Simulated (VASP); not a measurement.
# Al3Au (I4/mmm) in VASP: a series of runs

Runs on Al3Au. Level: PBEsol. Tasks: relaxation of cell and atoms.

Everything below comes from runs of VASP 6.6.1. Logs are shortened: lines on timing, memory, paths and dates and some standing lists are left out, and cuts for length are marked.

## Step 1: The cell of the first run

It takes space group I4/mmm (No. 139, tetragonal). Conventional cell: a = 4.051 Å, b = 4.051 Å, c = 8.113 Å, α = 90.00°, β = 90.00°, γ = 90.00°. Within 3.8 Å of Au (site symmetry 4/mmm) lie 12 Al at 2.86 to 2.87 Å. Al (site symmetry 4/mmm) has 4 Au at 2.86 Å and 8 Al at 2.87 Å within 3.8 Å. Al (site symmetry -4m2) has 8 Al at 2.86 to 2.87 Å and 4 Au at 2.87 Å within 3.8 Å.

## Step 2: Relaxation of cell and atoms, PBEsol, target pressure 5 GPa, at which the enthalpy is minimised

Contents of INCAR:

```
SYSTEM = Al3Au
PREC     = Accurate       ! precision mode
ENCUT    = 600            ! plane-wave cutoff, eV
EDIFF    = 1E-7           ! SCF threshold, eV
ISMEAR   = -1             ! smearing method
SIGMA    = 0.05           ! smearing width, eV
LREAL    = .FALSE.        ! projectors in reciprocal space
LASPH    = .TRUE.         ! aspherical terms in the spheres
NELM     = 100            ! most SCF steps
ALGO     = Normal         ! electronic algorithm
ISIF     = 3              ! what is computed and relaxed
LWAVE    = .FALSE.        ! write WAVECAR
LCHARG   = .FALSE.        ! write CHGCAR
GGA      = PS             ! functional
IBRION   = 2              ! ionic algorithm
NSW      = 60             ! ionic steps
EDIFFG   = -0.01          ! ionic threshold
PSTRESS  = 50.0
```

Contents of KPOINTS:

```
regular mesh
0
G
  9 9 9
  0 0 0
```

Contents of POSCAR:

```
Al3Au
1.0
   -2.0253330000      2.0253330000      4.0566000000
    2.0253330000     -2.0253330000      4.0566000000
    2.0253330000      2.0253330000     -4.0566000000
Au Al
1 3
Direct
    0.0000000000      0.0000000000      0.0000000000
    0.5000000000      0.5000000000      0.0000000000
    0.2500000000      0.7500000000      0.5000000000
    0.7500000000      0.2500000000      0.5000000000
```

Potentials or basis: VASP PAW PBE potentials, release 64 (Au, Al).

Launch:

```
> cat potpaw_PBE.64/Au/POTCAR potpaw_PBE.64/Al/POTCAR > POTCAR
> mpirun -np 1 vasp_std > vasp.out
```

OUTCAR:

```text
SYSTEM = Al3Au
   PREC = Accurate
   ENCUT = 600
   EDIFF = 1E-7
   ISMEAR = -1
   LREAL = .FALSE.
   LASPH = .TRUE.
   NELM = 100
   ISIF = 3
   GGA = PS
   IBRION = 2
   NSW = 60
   EDIFFG = -0.01
   PSTRESS = 50.0

 ion  position               nearest neighbor table
   1  0.000  0.000  0.000-   2 2.86   2 2.86   2 2.86   2 2.86   4 2.87   3 2.87   4 2.87   3 2.87
                             4 2.87   4 2.87   3 2.87   3 2.87
   2  0.500  0.500  0.000-   1 2.86   1 2.86   1 2.86   1 2.86   4 2.87   3 2.87   4 2.87   4 2.87
                             3 2.87   3 2.87   4 2.87   3 2.87
   3  0.250  0.750  0.500-   4 2.86   4 2.86   4 2.86   4 2.86   2 2.87   1 2.87   2 2.87   2 2.87
                             1 2.87   1 2.87   2 2.87   1 2.87
   4  0.750  0.250  0.500-   3 2.86   3 2.86   3 2.86   3 2.86   2 2.87   1 2.87   2 2.87   1 2.87
                             2 2.87   2 2.87   1 2.87   1 2.87

  LATTYP: Found a body centered tetragonal cell.
 ALAT       =     4.0506660000
 C/A-ratio  =     2.0029298886

  Lattice vectors:

 A1 = (  -2.0253330000,   2.0253330000,   4.0566000000)
 A2 = (   2.0253330000,  -2.0253330000,   4.0566000000)
 A3 = (   2.0253330000,   2.0253330000,  -4.0566000000)

Analysis of symmetry for initial positions (statically):
=====================================================================
 Subroutine PRICEL returns:
 Original cell was already a primitive cell.

 Routine SETGRP: Setting up the symmetry group for a
 body centered tetragonal supercell.

 Subroutine GETGRP returns: Found 16 space group operations
 (whereof 16 operations were pure point group operations)
 out of a pool of 16 trial point group operations.

The static configuration has the point symmetry D_4h.

Analysis of symmetry for dynamics (positions and initial velocities):
=====================================================================
 Subroutine PRICEL returns:
 Original cell was already a primitive cell.

 Routine SETGRP: Setting up the symmetry group for a
 body centered tetragonal supercell.

 Subroutine GETGRP returns: Found 16 space group operations
 (whereof 16 operations were pure point group operations)
 out of a pool of 16 trial point group operations.

The dynamic configuration has the point symmetry D_4h.

 Subroutine INISYM returns: Found 16 space group operations
 (whereof 16 operations are pure point group operations),
 and found     1 'primitive' translations

----------------------------------------------------------------------------------------

                                     Primitive cell

  volume of cell :      66.5603

  direct lattice vectors                    reciprocal lattice vectors
[... 106 lines left out ...]
   ISMEAR =    -1;   SIGMA  =   0.05  broadening in eV -4-tet -1-fermi 0-gaus
   EFERMI_NEDOS =   21; number of points for ismear=-14 and -15
   IALGO  =     38    algorithm
   IMIX   =      4    mixing-type and parameters
     AMIX     =   0.40;   BMIX     =  1.00
     AMIX_MAG =   1.60;   BMIX_MAG =  1.00
  volume/ion in A,a.u.               =      16.64       112.29
  Fermi-wavevector in a.u.,A,eV,Ry     =   1.096511  2.072106 16.358791  1.202337
  Thomas-Fermi vector in A             =   2.232855
   LORBIT       =      0    0 simple, 1 ext, 2 COOP (PROOUT), +10 PAW based schemes
   GGA     = PS    functional components
   LHFCALC =     F    Hartree Fock is set to
   AEXX    =    0.0000 exact exchange contribution
   IVDW    =     0    specifies the selected vdW correction
   LEPSILON=     F    determine dielectric tensor
   LRPA    =     F    only Hartree local field effects (RPA)
 conjugate gradient relaxation of ions
 non-spin polarized calculation
  energy-cutoff  :      600.00
  volume of cell :       66.56
 maximum number of plane-waves:      2244
   NGX = 19   NGY = 19   NGZ = 19

--------------------------------------- Ionic step        1  -------------------------------------------

 number of electron      19.9999999 magnetization

 Free energy of the ion-electron system (eV)
  ---------------------------------------------------
  ext. energy  EPLUGINS =         0.00000000
  ---------------------------------------------------
  free energy    TOTEN  =       -16.73946452 eV

  energy without entropy =      -16.72796605  energy(sigma->0) =      -16.73371528

------------------------ aborting loop because EDIFF is reached ----------------------------------------

  FORCE on cell =-STRESS in cart. coord.  units (eV):
  Direction    XX          YY          ZZ          XY          YZ          ZX
  --------------------------------------------------------------------------------------
  -------------------------------------------------------------------------------------
  Total       -1.0479446     -1.0479446     -1.2234843      0.0000000     -0.0000000      0.0000000
  in kB      -25.2251558    -25.2251558    -29.4505857      0.0000000     -0.0000000      0.0000000
  external PRESSURE =     -76.6336324 kB  Pullay stress =      50.0000000 kB
[... 27 lines left out ...]
--------------------------------------- Ionic step        2  -------------------------------------------

 number of electron      19.9999999 magnetization

 E-fermi :  10.2285     XC(G=0): -11.4384

 val. band max:       10.2154417621   @ k =   0.1111   0.1111   0.0000
 cond. band min:      10.2292523950   @ k =  -0.1111  -0.3333   0.1111
 fundamental gap:      0.0138106329
 Fermi energy:        10.2284579141

 k-point     1 :       0.0000    0.0000    0.0000
  band No.  band energies     occupation
      1      -1.9945      2.00000
      2       3.3917      2.00000
      3       3.5213      2.00000
      4       3.7479      2.00000
      5       3.7479      2.00000
      6       4.3377      2.00000
      7       7.2833      2.00000
      8      10.0605      1.93278
      9      10.0605      1.93278
     10      10.8000      0.00002
     11      10.8424      0.00001
     12      11.1854      0.00000
     13      11.1854      0.00000
     14      11.4561      0.00000
[... 590 lines left out ...]
--------------------------------------- Ionic step        7  -------------------------------------------

 number of electron      20.0000001 magnetization

 Free energy of the ion-electron system (eV)
  ---------------------------------------------------
  ext. energy  EPLUGINS =         0.00000000
  ---------------------------------------------------
  free energy    TOTEN  =       -16.71404774 eV

  energy without entropy =      -16.70446932  energy(sigma->0) =      -16.70925853

 E-fermi :   9.6017     XC(G=0): -11.2334

 val. band max:        9.5314033260   @ k =  -0.1111   0.4444   0.1111
 cond. band min:       9.6116165491   @ k =  -0.1111  -0.3333   0.1111
 fundamental gap:      0.0802132230
 Fermi energy:         9.6016778256

 k-point     1 :       0.0000    0.0000    0.0000
  band No.  band energies     occupation
      1      -2.2152      2.00000
      2       3.0849      2.00000
      3       3.1935      2.00000
      4       3.4010      2.00000
      5       3.4010      2.00000
      6       3.9590      2.00000
      7       6.8152      2.00000
      8       9.5095      1.72669
      9       9.5095      1.72669
     10      10.1468      0.00004
     11      10.2863      0.00000
     12      10.5089      0.00000
     13      10.5089      0.00000
     14      10.6224      0.00000
[... 426 lines left out ...]
  energy  without entropy=      -16.7044693246  energy(sigma->0) =      -16.70925853

  enthalpy is  TOTEN    =       -14.7788935931 eV   P V=        1.9351541474

 reached required accuracy - stopping structural energy minimisation
```

Run time: 11 min. Hardware: 1 thread of Intel Xeon 8259CL, shared host; peak memory 0.31 GiB.

Results:

```
Free energy                                                : -16.7140 eV
Relaxed volume                                             : 15.50 Å³/atom
Relaxed cell                                               : a = 4.844 Å, b = 4.844 Å, c = 4.844 Å, α = 131.73°, β = 131.73°, γ = 70.65°
Space group after relaxing (to 0.1 Å)                      : I4/mmm (No. 139)
Energy change on relaxing (the run minimises the enthalpy) : +6.4 meV/atom
Ionic steps                                                : 7
Pressure after relaxing                                    : 5.0 GPa
Band gap on the k mesh                                     : zero (bands 10 and 11 overlap by 3.09 eV)
```

Step by step:
```csv
step,energy change (eV),largest force (eV/Å),pressure (GPa),volume (Å³)
1,0.0000,0.0000,-2.66,66.56
2,0.1690,0.0000,11.57,59.18
3,0.0252,0.0000,4.97,62.02
4,0.0280,0.0000,5.16,61.93
5,0.0240,0.0000,4.90,62.06
6,0.0244,0.0000,4.92,62.04
7,0.0254,0.0000,5.01,62.01
```

Final structure:
```xyz
4
Lattice="-1.9805 1.9805 3.9523 1.9805 -1.9805 3.9523 1.9805 1.9805 -3.9523" Properties=species:S:1:pos:R:3 pbc="T T T"
Au   -1.9805    1.9805    3.9523
Al    0.0000    0.0000    3.9523
Al    1.9805    0.0000    1.9761
Al    0.0000    1.9805    1.9761
```

Caveat: the cell is relaxed towards a set pressure, so the run minimises the enthalpy, not the energy; the PAW data sets were made with another functional, which shifts forces and pressure a little; spin-orbit coupling is left out, which moves the levels of the heavy elements.

## Step 3: Relaxation of cell and atoms, PBEsol, target pressure 10 GPa, at which the enthalpy is minimised

Contents of INCAR:

```
ALGO = Normal ; EDIFF = 1E-6
EDIFFG = -0.01 ; ENCUT = 600
GGA = PS ; IBRION = 2
ISIF = 3 ; ISMEAR = -1
LASPH = True ; LCHARG = False
LREAL = False ; LWAVE = False
NELM = 80 ; NSW = 60
PREC = Accurate ; PSTRESS = 100.0
SIGMA = 0.05
```

Contents of KPOINTS:

```
k-points
0
Gamma
  9 9 9
```

POSCAR is that of step 2.

Potentials or basis: VASP PAW PBE potentials, release 64 (Au, Al).

Launch:

```
> cat potpaw_PBE.64/Au/POTCAR potpaw_PBE.64/Al/POTCAR > POTCAR
> mpirun -np 1 vasp_std > vasp.out
```

OUTCAR:

```text
EDIFF = 1E-6
   EDIFFG = -0.01
   ENCUT = 600
   GGA = PS
   IBRION = 2
   ISIF = 3
   ISMEAR = -1
   LASPH = True
   LREAL = False
   NELM = 80
   NSW = 60
   PREC = Accurate
   PSTRESS = 100.0

 ion  position               nearest neighbor table
   1  0.000  0.000  0.000-   2 2.86   2 2.86   2 2.86   2 2.86   4 2.87   3 2.87   4 2.87   3 2.87
                             4 2.87   4 2.87   3 2.87   3 2.87
   2  0.500  0.500  0.000-   1 2.86   1 2.86   1 2.86   1 2.86   4 2.87   3 2.87   4 2.87   4 2.87
                             3 2.87   3 2.87   4 2.87   3 2.87
   3  0.250  0.750  0.500-   4 2.86   4 2.86   4 2.86   4 2.86   2 2.87   1 2.87   2 2.87   2 2.87
                             1 2.87   1 2.87   2 2.87   1 2.87
   4  0.750  0.250  0.500-   3 2.86   3 2.86   3 2.86   3 2.86   2 2.87   1 2.87   2 2.87   1 2.87
                             2 2.87   2 2.87   1 2.87   1 2.87

  LATTYP: Found a body centered tetragonal cell.
 ALAT       =     4.0506660000
 C/A-ratio  =     2.0029298886

  Lattice vectors:

[... 201 lines left out ...]
      9       8.7331      0.70602
     10       9.0555      0.00173
     11       9.4335      0.00000
     12       9.5339      0.00000
     13       9.5339      0.00000
     14       9.5551      0.00000
[... 630 lines left out ...]
--------------------------------------- Ionic step        7  -------------------------------------------

 number of electron      19.9999999 magnetization

 Free energy of the ion-electron system (eV)
  ---------------------------------------------------
  ext. energy  EPLUGINS =         0.00000000
  ---------------------------------------------------
  free energy    TOTEN  =       -16.61152585 eV

  energy without entropy =      -16.60286517  energy(sigma->0) =      -16.60719551

 E-fermi :  10.0878     XC(G=0): -11.3930

 val. band max:       10.0842484757   @ k =   0.1111   0.1111   0.0000
 cond. band min:      10.0935448270   @ k =  -0.1111  -0.3333   0.1111
 fundamental gap:      0.0092963514
 Fermi energy:        10.0878014126

 k-point     1 :       0.0000    0.0000    0.0000
  band No.  band energies     occupation
      1      -2.0442      2.00000
      2       3.3233      2.00000
      3       3.4499      2.00000
      4       3.6693      2.00000
      5       3.6693      2.00000
      6       4.2530      2.00000
      7       7.1842      2.00000
      8       9.9354      1.90943
      9       9.9354      1.90943
     10      10.6842      0.00001
     11      10.6953      0.00001
     12      11.0343      0.00000
     13      11.0343      0.00000
     14      11.2677      0.00000
[... 426 lines left out ...]
  energy  without entropy=      -16.6028651674  energy(sigma->0) =      -16.60719551

  enthalpy is  TOTEN    =       -12.8794529081 eV   P V=        3.7320729405

 reached required accuracy - stopping structural energy minimisation
```

OSZICAR:

```text
N       E                     dE             d eps       ncg     rms          rms(c)
DAV:   1     0.675210822514E+02    0.67521E+02   -0.92902E+03  2100   0.138E+03
[... 55 lines left out ...]
   6 F= -.12879428E+02 E0= -.12875099E+02  d E =-.937167E-04
       N       E                     dE             d eps       ncg     rms          rms(c)
DAV:   1    -0.166115962332E+02    0.17490E-02   -0.21509E-03  2562   0.414E-01    0.497E-02
DAV:   2    -0.166115317633E+02    0.64470E-04   -0.23298E-04  2394   0.185E-01    0.250E-02
DAV:   3    -0.166115273565E+02    0.44068E-05   -0.11648E-05  2460   0.319E-02    0.141E-02
DAV:   4    -0.166115258026E+02    0.15539E-05   -0.48986E-06  2328   0.177E-02    0.248E-03
DAV:   5    -0.166115258486E+02   -0.45996E-07   -0.70519E-07  1104   0.960E-03
   7 F= -.12879453E+02 E0= -.12875123E+02  d E =-.245769E-04
```

It took 8.8 min on 1 thread of Intel Xeon 8259CL, shared host; peak memory 0.31 GiB.

What came out:

```yaml
Free_energy: -16.6115 eV
Relaxed_volume: 14.95 Å³/atom
Relaxed_cell: a = 4.787 Å, b = 4.787 Å, c = 4.787 Å, α = 131.75°, β = 131.75°, γ = 70.62°
Space_group_after_relaxing_to_0.1_Å: I4/mmm (No. 139)
Energy_change_on_relaxing_the_run_minimises_the_enthalpy: +32.0 meV/atom
Ionic_steps: 7
Pressure_after_relaxing: 10.0 GPa
Band_gap_on_the_k_mesh: zero (bands 10 and 11 overlap by 3.09 eV)
```

The path:
```csv
step,energy change (eV),largest force (eV/Å),pressure (GPa),volume (Å³)
1,0.0000,0.0000,-2.61,66.56
2,0.6770,0.0000,25.87,54.72
3,0.1237,0.0000,9.83,59.86
4,0.1318,0.0000,10.15,59.73
5,0.1248,0.0000,9.85,59.85
6,0.1261,0.0000,9.94,59.82
7,0.1279,0.0000,10.02,59.79
```

Final structure:
```cif
data_structure
_symmetry_space_group_name_H-M 'P 1'
_symmetry_Int_Tables_number 1
_cell_length_a 4.7866
_cell_length_b 4.7866
_cell_length_c 4.7866
_cell_angle_alpha 131.754
_cell_angle_beta 131.754
_cell_angle_gamma 70.618
_cell_volume 59.79
loop_
_atom_site_label
_atom_site_type_symbol
_atom_site_fract_x
_atom_site_fract_y
_atom_site_fract_z
_atom_site_occupancy
Au1 Au 0.00000 0.00000 0.00000 1
Al1 Al 0.50000 0.50000 0.00000 1
Al2 Al 0.25000 0.75000 0.50000 1
Al3 Al 0.75000 0.25000 0.50000 1
```

Caveat: the cell is relaxed towards a set pressure, so the run minimises the enthalpy, not the energy; the PAW data sets were made with another functional, which shifts forces and pressure a little; spin-orbit coupling is left out, which moves the levels of the heavy elements.

(Continued in part 2 of 3.)

The gap in the log of VASP goes by the Fermi energy; the results here count the filled bands.